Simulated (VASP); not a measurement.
# Nb (P6_3/mmc) in VASP: further runs, part 2 of 3

VASP 6.6.1. Earlier steps stand in the parts before.

### 3 Single point, LDA (16.96 Å³/atom)

This run uses another cell than the first one, of 16.96 Å³/atom.

The input, INCAR:

```
ALGO = Normal
EDIFF = 1E-6
ENCUT = 520
ISIF = 2
ISMEAR = -1
LASPH = T
LCHARG = F
LREAL = F
LWAVE = F
NBANDS = 20
NELM = 60
PREC = Accurate
SIGMA = 0.1
```

The input, KPOINTS:

```
k-points
0
Gamma
  14 14 7
```

The input, POSCAR:

```
Nb
1.0
    2.7735152660      0.0000000000      0.0000000000
   -1.3867576330      2.4019346782      0.0000000000
    0.0000000000      0.0000000000      5.0907759135
Nb
2
Direct
    0.3333333333      0.6666666667      0.2500000000
    0.6666666667      0.3333333333      0.7500000000
```

Potentials or basis: VASP PAW LDA potentials, release 64 (Nb_sv).

Command:

```sh
$ cat potpaw_LDA.64/Nb_sv/POTCAR > POTCAR
$ mpirun -np 1 vasp_std > vasp.out
```

OUTCAR:

```text
EDIFF = 1E-6
   ENCUT = 520
   ISIF = 2
   ISMEAR = -1
   LASPH = T
   LREAL = F
   NELM = 60
   PREC = Accurate

 ion  position               nearest neighbor table
   1  0.333  0.667  0.250-   2 3.01   2 3.01   2 3.01   2 3.01   2 3.01   2 3.01
   2  0.667  0.333  0.750-   1 3.01   1 3.01   1 3.01   1 3.01   1 3.01   1 3.01

  LATTYP: Found a hexagonal cell.
 ALAT       =     2.7735152660
 C/A-ratio  =     1.8354959051

  Lattice vectors:

 A1 = (   2.7735152660,   0.0000000000,   0.0000000000)
 A2 = (  -1.3867576330,   2.4019346782,   0.0000000000)
 A3 = (   0.0000000000,   0.0000000000,   5.0907759135)

Analysis of symmetry for initial positions (statically):
=====================================================================
 Subroutine PRICEL returns:
 Original cell was already a primitive cell.

 Routine SETGRP: Setting up the symmetry group for a
 hexagonal supercell.

 Subroutine GETGRP returns: Found 24 space group operations
 (whereof 12 operations were pure point group operations)
 out of a pool of 24 trial point group operations.

The static configuration has the point symmetry D_3d.
 The point group associated with its full space group is D_6h.

Analysis of symmetry for dynamics (positions and initial velocities):
=====================================================================
 Subroutine PRICEL returns:
 Original cell was already a primitive cell.

 Routine SETGRP: Setting up the symmetry group for a
 hexagonal supercell.

 Subroutine GETGRP returns: Found 24 space group operations
 (whereof 12 operations were pure point group operations)
 out of a pool of 24 trial point group operations.

The dynamic configuration has the point symmetry D_3d.
 The point group associated with its full space group is D_6h.

 Subroutine INISYM returns: Found 24 space group operations
 (whereof 12 operations are pure point group operations),
 and found     1 'primitive' translations

----------------------------------------------------------------------------------------

                                     Primitive cell

  volume of cell :      33.9137

  direct lattice vectors                    reciprocal lattice vectors
     2.773515266  0.000000000  0.000000000     0.360553271  0.208165528  0.000000000
    -1.386757633  2.401934678  0.000000000     0.000000000  0.416331056  0.000000000
     0.000000000  0.000000000  5.090775913     0.000000000  0.000000000  0.196433710

  length of vectors
     2.773515266  2.773515266  5.090775913     0.416331056  0.416331056  0.196433710

  position of ions in fractional coordinates (direct lattice)
     0.333333333  0.666666667  0.250000000
     0.666666667  0.333333333  0.750000000

  ion indices of the primitive-cell ions
   primitive index   ion index
                 1           1
                 2           2

----------------------------------------------------------------------------------------

 KPOINTS: k-points

Automatic generation of k-mesh.
 Grid dimensions read from file:
 generate k-points for:   14   14    7

 Generating k-lattice:

  Cartesian coordinates                     Fractional coordinates (reciprocal lattice)
     0.025753805  0.014868966  0.000000000     0.071428571  0.000000000  0.000000000
     0.000000000  0.029737933  0.000000000     0.000000000  0.071428571  0.000000000
     0.000000000  0.000000000  0.028061959     0.000000000  0.000000000  0.142857143

  Length of vectors
     0.029737933  0.029737933  0.028061959

  Shift w.r.t. Gamma in fractional coordinates (k-lattice)
     0.000000000  0.000000000  0.000000000

 Subroutine IBZKPT returns following result:
 ===========================================

 Found     96 irreducible k-points:

 Following reciprocal coordinates:
            Coordinates               Weight
  0.000000  0.000000  0.000000      1.000000
  0.071429 -0.000000  0.000000      6.000000
  0.142857 -0.000000  0.000000      6.000000
  0.214286 -0.000000  0.000000      6.000000
  0.285714 -0.000000  0.000000      6.000000
  0.357143 -0.000000  0.000000      6.000000
[... 16 lines left out ...]
  0.285714  0.285714  0.000000      6.000000
  0.357143  0.285714  0.000000      6.000000
 [... further k-points ...]
   k-points           NKPTS =     96   k-points in BZ     NKDIM =     96   number of bands    NBANDS=     20
   number of dos      NEDOS =    301   number of ions     NIONS =      2
   total plane-waves  NPLWV =  23040
   dimension x,y,z NGX =    24 NGY =   24 NGZ =   40
   dimension x,y,z NGXF=    48 NGYF=   48 NGZF=   80
   ions per type =               2
   NGX,Y,Z   is equivalent  to a cutoff of  14.39, 14.39, 13.06 a.u.
   NGXF,Y,Z  is equivalent  to a cutoff of  28.77, 28.77, 26.13 a.u.
 SYSTEM =  unknown system
   PREC   = accura    normal or accurate (medium, high low for compatibility)
   ISTART =      0    job   : 0-new  1-cont  2-samecut
   ICHARG =      2    charge: 1-file 2-atom 10-const
   ISPIN  =      1    spin polarized calculation?
   LNONCOLLINEAR =      F non collinear calculations
   LSORBIT =      F    spin-orbit coupling
   LASPH  =      T    aspherical Exc in radial PAW
   ENCUT  =  520.0 eV  38.22 Ry    6.18 a.u.   5.16  5.16  9.47*2*pi/ulx,y,z
   NELM   =     60;   NELMIN=  2; NELMDL= -5     # of ELM steps
   EDIFF  = 0.1E-05   stopping-criterion for ELM
   LREAL  =      F    real-space projection
   EDIFFG = 0.1E-04   stopping-criterion for IOM
   NSW    =      0    number of steps for IOM
   IBRION =     -1    ionic relax: 0-MD 1-quasi-New 2-CG
   NFREE  =      0    steps in history (QN), initial steepest desc. (CG)
   ISIF   =      2    stress and relaxation
   ISYM   =      2    0-nonsym 1-usesym 2-fastsym
   POTIM  = 0.5000    time-step for ionic-motion
   TEBEG  =    0.0;   TEEND  =   0.0 temperature during run
   PSTRESS=    0.0 pullay stress
   NELECT =      26.0000    total number of electrons
   NUPDOWN=      -1.0000    fix difference up-down
   EMIN   =  10.00;   EMAX   =-10.00  energy-range for DOS
   EFERMI =   0.00;   METHOD = LEGACY
   ISMEAR =    -1;   SIGMA  =   0.10  broadening in eV -4-tet -1-fermi 0-gaus
   EFERMI_NEDOS =   21; number of points for ismear=-14 and -15
   IALGO  =     38    algorithm
   IMIX   =      4    mixing-type and parameters
     AMIX     =   0.40;   BMIX     =  1.00
     AMIX_MAG =   1.60;   BMIX_MAG =  1.00
  volume/ion in A,a.u.               =      16.96       114.43
  Fermi-wavevector in a.u.,A,eV,Ry     =   1.498330  2.831432 30.544966  2.244992
  Thomas-Fermi vector in A             =   2.610103
   LORBIT       =      0    0 simple, 1 ext, 2 COOP (PROOUT), +10 PAW based schemes
   GGA     = CA    functional components
   LHFCALC =     F    Hartree Fock is set to
   AEXX    =    0.0000 exact exchange contribution
   IVDW    =     0    specifies the selected vdW correction
   LEPSILON=     F    determine dielectric tensor
   LRPA    =     F    only Hartree local field effects (RPA)
 non-spin polarized calculation
  energy-cutoff  :      520.00
  volume of cell :       33.91
 maximum number of plane-waves:       927
 NGX is ok and might be reduce to    24
   NGX = 11   NGY = 11   NGZ = 19

 number of electron      26.0000000 magnetization

 Free energy of the ion-electron system (eV)
  ---------------------------------------------------
  ext. energy  EPLUGINS =         0.00000000
  ---------------------------------------------------
  free energy    TOTEN  =       -21.88612656 eV

  energy without entropy =      -21.80417562  energy(sigma->0) =      -21.84515109

 E-fermi :  12.2460     XC(G=0): -13.0103

 val. band max:       12.2274819618   @ k =   0.2857   0.2143   0.4286
 cond. band min:      12.2497553191   @ k =   0.0714  -0.0000   0.2857
 fundamental gap:      0.0222733573
 Fermi energy:        12.2460309584

 k-point     1 :       0.0000    0.0000    0.0000
  band No.  band energies     occupation
      1     -42.1347      2.00000
      2     -41.9487      2.00000
      3     -18.9453      2.00000
      4     -17.6771      2.00000
      5     -17.3859      2.00000
      6     -17.3859      2.00000
[... 12 lines left out ...]
     19      16.9800      0.00000
     20      16.9800      0.00000
[... 507 lines left out ...]
 k-point    24 :       0.3571    0.2857    0.0000
  band No.  band energies     occupation
      1     -41.7076      2.00000
      2     -41.6925      2.00000
      3     -18.7862      2.00000
      4     -18.6316      2.00000
      5     -18.4955      2.00000
      6     -18.3251      2.00000
[... 12 lines left out ...]
     19      21.2272      0.00000
     20      21.7946      0.00000

 [... further k-points ...]

------------------------ aborting loop because EDIFF is reached ----------------------------------------

  FORCE on cell =-STRESS in cart. coord.  units (eV):
  Direction    XX          YY          ZZ          XY          YZ          ZX
  --------------------------------------------------------------------------------------
  -------------------------------------------------------------------------------------
  Total        1.6181810      1.6181810      1.6391382      0.0000000      0.0000000      0.0000000
  in kB       76.4472620     76.4472620     77.4373366      0.0000000      0.0000000      0.0000000
  external PRESSURE =      76.7772868 kB  Pullay stress =       0.0000000 kB

 VOLUME and BASIS-vectors are now :
 -----------------------------------------------------------------------------
  energy-cutoff  :      520.00
  volume of cell :       33.91
      direct lattice vectors                 reciprocal lattice vectors
     2.773515266  0.000000000  0.000000000     0.360553271  0.208165528  0.000000000
    -1.386757633  2.401934678  0.000000000     0.000000000  0.416331056  0.000000000
     0.000000000  0.000000000  5.090775913     0.000000000  0.000000000  0.196433710

 POSITION                                       TOTAL-FORCE (eV/Angst)
 -----------------------------------------------------------------------------------
     -0.00000      1.60129      1.27269         0.000000     -0.000000      0.000000
      1.38676      0.80064      3.81808        -0.000000      0.000000      0.000000
 -----------------------------------------------------------------------------------
    total drift:                               -0.000000      0.000000     -0.000000

  FREE ENERGIE OF THE ION-ELECTRON SYSTEM (eV)
  ---------------------------------------------------
  free  energy   TOTEN  =       -21.8861265552 eV

  energy  without entropy=      -21.8041756242  energy(sigma->0) =      -21.84515109
```

OSZICAR:

```text
N       E                     dE             d eps       ncg     rms          rms(c)
DAV:   1     0.321938143871E+03    0.32194E+03   -0.14705E+04  3848   0.139E+03
DAV:   2     0.301501265847E+01   -0.31892E+03   -0.31115E+03  4420   0.588E+02
DAV:   3    -0.214864021018E+02   -0.24501E+02   -0.23749E+02  7392   0.126E+02
DAV:   4    -0.225687799237E+02   -0.10824E+01   -0.10749E+01  5412   0.226E+01
DAV:   5    -0.226369670443E+02   -0.68187E-01   -0.68103E-01  6924   0.525E+00    0.109E+01
DAV:   6    -0.219603838561E+02    0.67658E+00   -0.12256E+00  5496   0.114E+01    0.399E+00
DAV:   7    -0.218776464105E+02    0.82737E-01   -0.52645E-01  7188   0.680E+00    0.139E+00
DAV:   8    -0.218862845435E+02   -0.86381E-02   -0.42212E-02  5188   0.208E+00    0.135E-01
DAV:   9    -0.218861126229E+02    0.17192E-03   -0.38690E-03  6212   0.563E-01    0.701E-02
DAV:  10    -0.218861290221E+02   -0.16399E-04   -0.17504E-04  6120   0.150E-01    0.257E-02
DAV:  11    -0.218861273675E+02    0.16546E-05   -0.90840E-06  4884   0.263E-02    0.570E-03
DAV:  12    -0.218861265552E+02    0.81231E-06   -0.26093E-06  3880   0.257E-02
   1 F= -.21886127E+02 E0= -.21845151E+02  d E =-.819509E-01
```

stdout:

```text
POSCAR found type information on POSCAR Nb
 POSCAR found :  1 types and       2 ions
 scaLAPACK will be used
 LDA part: xc-table for (Slater(with rela. corr.)+CA(PZ))
 , standard interpolation
 POSCAR, INCAR and KPOINTS ok, starting setup
 FFT: planning ... GRIDC
 FFT: planning ... GRID_SOFT
 FFT: planning ... GRID
 WAVECAR not read
 entering main loop
```

Run time: 91 s. Hardware: 1 thread of Intel Xeon 8259CL, shared host; peak memory 0.18 GiB.

Results:

```
Free energy            : -21.8861 eV
Pressure               : 7.7 GPa
Band gap on the k mesh : zero (bands 13 and 14 overlap by 2.62 eV)
```

Levels at points of the mesh, in eV from the Fermi level:
```
           k point  band 10  band 11  band 12  band 13  band 14  band 15  band 16  band 17
(0.00, 0.00, 0.00)    -4.17    -1.24     0.25     0.25     0.75     0.75     0.77     2.82
(0.50, 0.00, 0.00)    -3.74    -3.63    -0.69     0.39     0.52     0.70     4.93     6.20
```

Caveat: the cell stands under pressure.

### 4 Single point, LDA (17.66 Å³/atom)

This run uses another cell than the first one, of 17.66 Å³/atom.

The input, INCAR:

```
PREC     = Accurate       # precision mode
ENCUT    = 520            # plane-wave cutoff, eV
EDIFF    = 1E-7           # SCF threshold, eV
ISMEAR   = -1             # smearing method
SIGMA    = 0.1            # smearing width, eV
LREAL    = False          # projectors in reciprocal space
LASPH    = True           # aspherical terms in the spheres
NELM     = 100            # most SCF steps
ALGO     = Normal         # electronic algorithm
ISIF     = 2              # what is computed and relaxed
LWAVE    = False          # write WAVECAR
LCHARG   = False          # write CHGCAR
GGA      = CA             # functional
NBANDS   = 20             # bands
```

The input, KPOINTS:

```
regular mesh
0
Gamma
  14 14 7
```

The input, POSCAR:

```
Nb
1.0
    2.8115133476      0.0000000000      0.0000000000
   -1.4057566738      2.4348419821      0.0000000000
    0.0000000000      0.0000000000      5.1605212367
Nb
2
Direct
    0.3333333333      0.6666666667      0.2500000000
    0.6666666667      0.3333333333      0.7500000000
```

Command:

```sh
$ cat potpaw_LDA.64/Nb_sv/POTCAR > POTCAR
$ mpirun -np 1 vasp_std > vasp.out
```

Run time: 96 s. Hardware: 1 thread of Intel Xeon 8259CL, shared host; peak memory 0.18 GiB.

It converged, with:

```yaml
Free_energy: -21.9186 eV
Pressure: -0.3 GPa
Band_gap_on_the_k_mesh: zero (bands 13 and 14 overlap by 2.44 eV)
```

Stress tensor (GPa, compression positive):
```
-0.55  0.00  0.00
 0.00 -0.55  0.00
 0.00  0.00  0.18
```

Levels at points of the mesh, in eV from the Fermi level:
```tsv
k point	band 11	band 12	band 13	band 14	band 15	band 16
(0.00, 0.00, 0.00)	-1.14	0.28	0.28	0.63	0.75	0.75
(0.50, 0.00, 0.00)	-3.49	-0.63	0.38	0.43	0.72	4.70
```

[end of part 2 of 3]

The gap in the log of VASP goes by the Fermi energy; the results here count the filled bands.